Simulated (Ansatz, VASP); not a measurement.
**Two plane-wave programs on SnO2**

```xyz
3
Lattice="1.6970 0.9798 4.7498 -1.6970 0.9798 4.7498 0.0000 -1.9595 4.7498" Properties=species:S:1:pos:R:3 pbc="T T T"
Sn    0.0000    0.0000    7.1247
O     0.0000    0.0000    3.1978
O     0.0000    0.0000   11.0516
```

Alike in both runs: task single point; functional PBEsol; k mesh 12 × 12 × 12; occupations gaussian, width 0.02 eV; no spin polarisation.

|  | VASP | Ansatz |
| --- | --- | --- |
| version | VASP 6.6.1 | Ansatz 0.2.0 |
| potentials or method | VASP PAW PBE potentials, release 64 (Sn_d, O), cutoff 520 eV | scalar-relativistic, plane waves, PAW |
| valence electrons in the cell | 26 | 26 |

```csv
,VASP,Ansatz,Ansatz less VASP
gap on the k mesh at the Fermi level (eV),1.11,1.12,+0.012
least direct gap on the mesh (eV),1.71,1.72,+0.005
pressure (GPa),-5.6,-6.0,-0.44
"traceless stress, the component that is largest in VASP (GPa)",9.71,10.13,+0.424
rms of the force components (eV/Å),0.503,0.486,-0.0174
```

VASP's potentials were made for PBE, not for PBEsol. Atom by atom the forces differ by 0.017 eV/Å (rms over components). The functional is the same, so the differences come from potentials, cutoffs and numerics.
